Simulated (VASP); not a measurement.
# Al3Ge2Ru (P4/mmm) in VASP: a series of runs

Runs on Al3Ge2Ru. Level: PBE. Tasks: single point, relaxation of cell and atoms.

All numbers are computed with VASP 6.6.1; they aren't measurements. Logs are shortened: lines on timing, memory, paths and dates and some standing lists are left out, and cuts for length are marked.

## 1. The cell of the first run

It takes space group P4/mmm (No. 123, tetragonal). The conventional cell has a = 3.226 Å, b = 3.226 Å, c = 9.114 Å, α = 90.00°, β = 90.00°, γ = 90.00°. Within 3.5 Å of Al (site symmetry 4mm) lie 4 Ru at 2.64 Å and 6 Al at 2.66 to 3.23 Å and 4 Ge at 2.78 Å. Within 3.7 Å of Al (site symmetry 4/mmm) lie 8 Ge at 2.81 Å and 6 Al at 3.22 to 3.23 Å. Ge (site symmetry 4mm) has 8 Al at 2.78 to 2.81 Å and 1 Ru at 2.92 Å and 5 Ge at 3.23 to 3.28 Å within 3.7 Å. Ru (site symmetry 4/mmm) has 8 Al at 2.64 Å and 2 Ge at 2.92 Å and 4 Ru at 3.23 Å within 3.5 Å.

## 2. Single point, PBE

Contents of INCAR:

```
  PREC = Accurate
  ENCUT = 520
  EDIFF = 1E-6
  ISMEAR = 0
  SIGMA = 0.1
  LREAL = False
  LASPH = True
  NELM = 100
  ALGO = Normal
  ISIF = 2
  LWAVE = False
  LCHARG = False
  GGA = PE
  NBANDS = 34
```

Contents of KPOINTS:

```
Automatic mesh
0
Gamma
  6 6 2
```

Contents of POSCAR:

```
Al3Ge2Ru
1.0
    3.2264993410      0.0000000000      0.0000000000
    0.0000000000      3.2264993410      0.0000000000
    0.0000000000      0.0000000000      9.1142906229
Al Ge Ru
3 2 1
Direct
    0.5000000000      0.5000000000      0.1461660532
    0.5000000000      0.5000000000      0.5000000000
    0.5000000000      0.5000000000      0.8538339468
    0.0000000000      0.0000000000      0.3200801965
    0.0000000000      0.0000000000      0.6799198035
    0.0000000000      0.0000000000      0.0000000000
```

Potentials or basis: VASP PAW PBE potentials, release 64 (Al, Ge_d, Ru_pv).

Run with:

```
$ cat potpaw_PBE.64/Al/POTCAR potpaw_PBE.64/Ge_d/POTCAR potpaw_PBE.64/Ru_pv/POTCAR > POTCAR
$ mpirun -np 1 vasp_std > vasp.out
```

OUTCAR:

```text
PREC = Accurate
   ENCUT = 520
   EDIFF = 1E-6
   ISMEAR = 0
   LREAL = False
   LASPH = True
   NELM = 100
   ISIF = 2
   GGA = PE

 ion  position               nearest neighbor table
   1  0.500  0.500  0.146-   6 2.64   6 2.64   6 2.64   6 2.64   3 2.66   4 2.78   4 2.78   4 2.78
                             4 2.78   2 3.22
   2  0.500  0.500  0.500-   4 2.81   5 2.81   4 2.81   5 2.81   4 2.81   5 2.81   4 2.81   5 2.81
                             1 3.22   3 3.22
   3  0.500  0.500  0.854-   6 2.64   6 2.64   6 2.64   6 2.64   1 2.66   5 2.78   5 2.78   5 2.78
                             5 2.78   2 3.22
   4  0.000  0.000  0.320-   1 2.78   1 2.78   1 2.78   1 2.78   2 2.81   2 2.81   2 2.81   2 2.81
                             6 2.92
   5  0.000  0.000  0.680-   3 2.78   3 2.78   3 2.78   3 2.78   2 2.81   2 2.81   2 2.81   2 2.81
                             6 2.92
   6  0.000  0.000  0.000-   1 2.64   3 2.64   1 2.64   3 2.64   1 2.64   3 2.64   1 2.64   3 2.64
                             4 2.92   5 2.92

  LATTYP: Found a simple tetragonal cell.
 ALAT       =     3.2264993410
 C/A-ratio  =     2.8248233332

  Lattice vectors:

 A1 = (   3.2264993410,   0.0000000000,   0.0000000000)
 A2 = (   0.0000000000,   3.2264993410,   0.0000000000)
 A3 = (   0.0000000000,   0.0000000000,   9.1142906229)

Analysis of symmetry for initial positions (statically):
=====================================================================
 Subroutine PRICEL returns:
 Original cell was already a primitive cell.

 Routine SETGRP: Setting up the symmetry group for a
 simple tetragonal supercell.

 Subroutine GETGRP returns: Found 16 space group operations
 (whereof 16 operations were pure point group operations)
 out of a pool of 16 trial point group operations.

The static configuration has the point symmetry D_4h.

Analysis of symmetry for dynamics (positions and initial velocities):
=====================================================================
 Subroutine PRICEL returns:
 Original cell was already a primitive cell.

 Routine SETGRP: Setting up the symmetry group for a
 simple tetragonal supercell.

 Subroutine GETGRP returns: Found 16 space group operations
 (whereof 16 operations were pure point group operations)
 out of a pool of 16 trial point group operations.

The dynamic configuration has the point symmetry D_4h.

 Subroutine INISYM returns: Found 16 space group operations
 (whereof 16 operations are pure point group operations),
 and found     1 'primitive' translations

----------------------------------------------------------------------------------------

                                     Primitive cell

  volume of cell :      94.8825

  direct lattice vectors                    reciprocal lattice vectors
     3.226499341  0.000000000  0.000000000     0.309933428  0.000000000  0.000000000
     0.000000000  3.226499341  0.000000000     0.000000000  0.309933428  0.000000000
     0.000000000  0.000000000  9.114290623     0.000000000  0.000000000  0.109717809

  length of vectors
     3.226499341  3.226499341  9.114290623     0.309933428  0.309933428  0.109717809

  position of ions in fractional coordinates (direct lattice)
     0.500000000  0.500000000  0.146166053
     0.500000000  0.500000000  0.500000000
     0.500000000  0.500000000  0.853833947
     0.000000000  0.000000000  0.320080197
     0.000000000  0.000000000  0.679919803
     0.000000000  0.000000000  0.000000000

  ion indices of the primitive-cell ions
   primitive index   ion index
                 1           1
                 2           2
                 3           3
                 4           4
                 5           5
                 6           6

----------------------------------------------------------------------------------------

 KPOINTS: Automatic mesh

Automatic generation of k-mesh.
 Grid dimensions read from file:
 generate k-points for:    6    6    2

 Generating k-lattice:

  Cartesian coordinates                     Fractional coordinates (reciprocal lattice)
     0.051655571  0.000000000  0.000000000     0.166666667  0.000000000  0.000000000
     0.000000000  0.051655571  0.000000000     0.000000000  0.166666667  0.000000000
     0.000000000  0.000000000  0.054858905     0.000000000  0.000000000  0.500000000

  Length of vectors
     0.051655571  0.051655571  0.054858905

  Shift w.r.t. Gamma in fractional coordinates (k-lattice)
     0.000000000  0.000000000  0.000000000

 Subroutine IBZKPT returns following result:
 ===========================================

 Found     20 irreducible k-points:

 Following reciprocal coordinates:
            Coordinates               Weight
  0.000000  0.000000  0.000000      1.000000
  0.166667  0.000000  0.000000      4.000000
  0.333333  0.000000  0.000000      4.000000
  0.500000  0.000000  0.000000      2.000000
  0.166667  0.166667  0.000000      4.000000
  0.333333  0.166667  0.000000      8.000000
[... 12 lines left out ...]
  0.500000  0.333333  0.500000      4.000000
  0.500000  0.500000  0.500000      1.000000
   k-points           NKPTS =     20   k-points in BZ     NKDIM =     20   number of bands    NBANDS=     34
   number of dos      NEDOS =    301   number of ions     NIONS =      6
   total plane-waves  NPLWV =  40320
   dimension x,y,z NGX =    24 NGY =   24 NGZ =   70
   dimension x,y,z NGXF=    48 NGYF=   48 NGZF=  140
   ions per type =               3   2   1
   NGX,Y,Z   is equivalent  to a cutoff of  12.37, 12.37, 12.77 a.u.
   NGXF,Y,Z  is equivalent  to a cutoff of  24.73, 24.73, 25.54 a.u.
 SYSTEM =  unknown system
   PREC   = accura    normal or accurate (medium, high low for compatibility)
   ISTART =      0    job   : 0-new  1-cont  2-samecut
   ICHARG =      2    charge: 1-file 2-atom 10-const
   ISPIN  =      1    spin polarized calculation?
   LNONCOLLINEAR =      F non collinear calculations
   LSORBIT =      F    spin-orbit coupling
   LASPH  =      T    aspherical Exc in radial PAW
   ENCUT  =  520.0 eV  38.22 Ry    6.18 a.u.   6.00  6.00 16.95*2*pi/ulx,y,z
   NELM   =    100;   NELMIN=  2; NELMDL= -5     # of ELM steps
   EDIFF  = 0.1E-05   stopping-criterion for ELM
   LREAL  =      F    real-space projection
   EDIFFG = 0.1E-04   stopping-criterion for IOM
   NSW    =      0    number of steps for IOM
   IBRION =     -1    ionic relax: 0-MD 1-quasi-New 2-CG
   NFREE  =      0    steps in history (QN), initial steepest desc. (CG)
   ISIF   =      2    stress and relaxation
   ISYM   =      2    0-nonsym 1-usesym 2-fastsym
   POTIM  = 0.5000    time-step for ionic-motion
   TEBEG  =    0.0;   TEEND  =   0.0 temperature during run
   PSTRESS=    0.0 pullay stress
   NELECT =      51.0000    total number of electrons
   NUPDOWN=      -1.0000    fix difference up-down
   EMIN   =  10.00;   EMAX   =-10.00  energy-range for DOS
   EFERMI =   0.00;   METHOD = LEGACY
   ISMEAR =     0;   SIGMA  =   0.10  broadening in eV -4-tet -1-fermi 0-gaus
   EFERMI_NEDOS =   21; number of points for ismear=-14 and -15
   IALGO  =     38    algorithm
   IMIX   =      4    mixing-type and parameters
     AMIX     =   0.40;   BMIX     =  1.00
     AMIX_MAG =   1.60;   BMIX_MAG =  1.00
  volume/ion in A,a.u.               =      15.81       106.72
  Fermi-wavevector in a.u.,A,eV,Ry     =   1.331076  2.515369 24.106306  1.771764
  Thomas-Fermi vector in A             =   2.460115
   LORBIT       =      0    0 simple, 1 ext, 2 COOP (PROOUT), +10 PAW based schemes
   GGA     = PE    functional components
   LHFCALC =     F    Hartree Fock is set to
   AEXX    =    0.0000 exact exchange contribution
   IVDW    =     0    specifies the selected vdW correction
   LEPSILON=     F    determine dielectric tensor
   LRPA    =     F    only Hartree local field effects (RPA)
 non-spin polarized calculation
 Gauss-broadening in eV      SIGMA  =   0.10
  energy-cutoff  :      520.00
  volume of cell :       94.88
 maximum number of plane-waves:      2584
 NGX is ok and might be reduce to    24
   NGX = 11   NGY = 11   NGZ = 33

 number of electron      50.9999969 magnetization

 Free energy of the ion-electron system (eV)
  ---------------------------------------------------
  ext. energy  EPLUGINS =         0.00000000
  ---------------------------------------------------
  free energy    TOTEN  =       -30.06605036 eV

  energy without entropy =      -30.05163933  energy(sigma->0) =      -30.05884485

 E-fermi :   8.8762     XC(G=0): -11.4191

 val. band max:        8.8708474869   @ k =   0.5000   0.1667   0.0000
 cond. band min:       8.9430631531   @ k =   0.5000   0.5000   0.0000
 fundamental gap:      0.0722156662
 Fermi energy:         8.8762018187

 k-point     1 :       0.0000    0.0000    0.0000
  band No.  band energies     occupation
      1     -33.7098      2.00000
      2     -33.7098      2.00000
      3     -33.6351      2.00000
      4     -15.7356      2.00000
      5     -15.7343      2.00000
      6     -15.7108      2.00000
[... 26 lines left out ...]
     33      13.2081      0.00000
     34      13.9194      0.00000

 k-point     2 :       0.1667    0.0000    0.0000
  band No.  band energies     occupation
      1     -33.7328      2.00000
      2     -33.7078      2.00000
      3     -33.6328      2.00000
      4     -15.7279      2.00000
      5     -15.7262      2.00000
      6     -15.7061      2.00000
[... 26 lines left out ...]
     33      14.0305      0.00000
     34      15.1176      0.00000

 k-point     3 :       0.3333    0.0000    0.0000
  band No.  band energies     occupation
      1     -33.7786      2.00000
      2     -33.7038      2.00000
      3     -33.6281      2.00000
      4     -15.7198      2.00000
      5     -15.7146      2.00000
      6     -15.7137      2.00000
[... 26 lines left out ...]
     33      15.4642      0.00000
     34      15.5190      0.00000
[... 556 lines left out ...]
 k-point    19 :       0.5000    0.3333    0.5000
  band No.  band energies     occupation
      1     -33.7933      2.00000
      2     -33.7686      2.00000
      3     -33.6194      2.00000
      4     -15.7271      2.00000
      5     -15.7255      2.00000
      6     -15.7164      2.00000
[... 26 lines left out ...]
     33      12.5039      0.00000
     34      13.4020      0.00000

 k-point    20 :       0.5000    0.5000    0.5000
  band No.  band energies     occupation
      1     -33.7907      2.00000
      2     -33.7907      2.00000
      3     -33.6173      2.00000
      4     -15.7326      2.00000
      5     -15.7309      2.00000
      6     -15.7155      2.00000
[... 26 lines left out ...]
     33      11.0170      0.00000
     34      12.8830      0.00000

------------------------ aborting loop because EDIFF is reached ----------------------------------------

  FORCE on cell =-STRESS in cart. coord.  units (eV):
  Direction    XX          YY          ZZ          XY          YZ          ZX
  --------------------------------------------------------------------------------------
  -------------------------------------------------------------------------------------
  Total        0.0671233      0.0671233      0.0137886      0.0000000      0.0000000      0.0000000
  in kB        1.1334383      1.1334383      0.2328325      0.0000000      0.0000000      0.0000000
  external PRESSURE =       0.8332363 kB  Pullay stress =       0.0000000 kB

 VOLUME and BASIS-vectors are now :
 -----------------------------------------------------------------------------
  energy-cutoff  :      520.00
  volume of cell :       94.88
      direct lattice vectors                 reciprocal lattice vectors
     3.226499341  0.000000000  0.000000000     0.309933428  0.000000000  0.000000000
     0.000000000  3.226499341  0.000000000     0.000000000  0.309933428  0.000000000
     0.000000000  0.000000000  9.114290623     0.000000000  0.000000000  0.109717809

 POSITION                                       TOTAL-FORCE (eV/Angst)
 -----------------------------------------------------------------------------------
      1.61325      1.61325      1.33220        -0.000000     -0.000000      0.029418
      1.61325      1.61325      4.55715        -0.000000     -0.000000      0.000000
      1.61325      1.61325      7.78209        -0.000000      0.000000     -0.029418
      0.00000      0.00000      2.91730        -0.000000      0.000000     -0.016191
      0.00000      0.00000      6.19699         0.000000     -0.000000      0.016191
      0.00000      0.00000      0.00000        -0.000000     -0.000000      0.000000
 -----------------------------------------------------------------------------------
    total drift:                                0.000000      0.000000      0.000000

  FREE ENERGIE OF THE ION-ELECTRON SYSTEM (eV)
  ---------------------------------------------------
  free  energy   TOTEN  =       -30.0660503620 eV

  energy  without entropy=      -30.0516393322  energy(sigma->0) =      -30.05884485
```

It took 64 s on 1 thread of Intel Xeon 6975P-C, shared host; peak memory 0.22 GiB.

Results:

| Quantity | Value |
| --- | --- |
| Free energy | -30.0661 eV |
| Pressure | 0.1 GPa |
| Largest force | 0.029 eV/Å |

Forces in eV/Å, atoms in the order of the input:
```
Al   0.000  0.000  0.029
Al   0.000  0.000  0.000
Al   0.000  0.000 -0.029
Ge   0.000  0.000 -0.016
Ge   0.000  0.000  0.016
Ru   0.000  0.000  0.000
```

## 3. Single point, PBE

This run uses another cell than the first one, of 19.84 Å³/atom, 1.255 times its volume.

Contents of INCAR:

```
ALGO     = Normal         # electronic algorithm
EDIFF    = 1E-7           # SCF threshold, eV
ENCUT    = 520            # plane-wave cutoff, eV
GGA      = PE             # functional
ISIF     = 2              # what is computed and relaxed
ISMEAR   = 0              # smearing method
LASPH    = T              # aspherical terms in the spheres
LCHARG   = F              # write CHGCAR
LREAL    = F              # projectors in reciprocal space
LWAVE    = F              # write WAVECAR
NBANDS   = 34             # bands
NELM     = 60             # most SCF steps
PREC     = Accurate       # precision mode
SIGMA    = 0.1            # smearing width, eV
```

Contents of KPOINTS:

```
k-points
0
Gamma
  6 6 2
```

Contents of POSCAR:

```
Al3Ge2Ru
1.0
    3.3502120300      0.0000000000      0.0000000000
    0.0000000000      3.3502120300      0.0000000000
    0.0000000000      0.0000000000     10.6084923000
Al Ge Ru
3 2 1
Direct
    0.5000000000      0.5000000000      0.1787200000
    0.5000000000      0.5000000000      0.5000000000
    0.5000000000      0.5000000000      0.8212800000
    0.0000000000      0.0000000000      0.3334420000
    0.0000000000      0.0000000000      0.6665580000
    0.0000000000      0.0000000000      0.0000000000
```

Potentials or basis: VASP PAW PBE potentials, release 64 (Al, Ge_d, Ru_pv).

Run with:

```
$ cat potpaw_PBE.64/Al/POTCAR potpaw_PBE.64/Ge_d/POTCAR potpaw_PBE.64/Ru_pv/POTCAR > POTCAR
$ mpirun -np 1 vasp_std > vasp.out
```

Wall time 88 s (1 thread of Intel Xeon 6975P-C, shared host); peak memory 0.28 GiB.

Results (log left out):

| Item | Value |
| --- | --- |
| Free energy | -27.4781 eV |
| Pressure | -14.0 GPa |
| Largest force | 1.909 eV/Å |

Forces in eV/Å, atoms in the order of the input:
```
Al   0.000  0.000 -1.909
Al   0.000  0.000  0.000
Al   0.000  0.000  1.909
Ge   0.000  0.000  0.010
Ge   0.000  0.000 -0.010
Ru   0.000  0.000  0.000
```

Stress tensor (GPa, compression positive):
```
-12.27   0.00   0.00
  0.00 -12.27   0.00
  0.00   0.00 -17.53
```

Levels at points of the mesh, in eV from the Fermi level:
| k point | band 23 | band 24 | band 25 | band 26 | band 27 | band 28 |
| --- | --- | --- | --- | --- | --- | --- |
| (0.00, 0.00, 0.00) | 0.28 | 1.06 | 1.16 | 1.16 | 1.98 | 2.16 |
| (0.50, 0.00, 0.00) | -0.58 | -0.42 | -0.24 | -0.17 | 1.34 | 1.69 |
| (0.50, 0.50, 0.00) | -1.66 | -1.33 | -1.33 | -0.45 | -0.45 | 0.62 |
| (0.00, 0.00, 0.50) | 0.24 | 0.28 | 1.30 | 1.30 | 1.93 | 1.93 |
| (0.50, 0.00, 0.50) | -0.84 | -0.58 | -0.17 | 0.92 | 1.75 | 2.39 |
| (0.50, 0.50, 0.50) | -1.93 | -1.15 | -0.91 | -0.85 | -0.17 | 0.89 |

Caveat: forces of over 1 eV/Å act on the atoms, so gaps and moduli don't describe the material at rest.

[end of part 1 of 3]
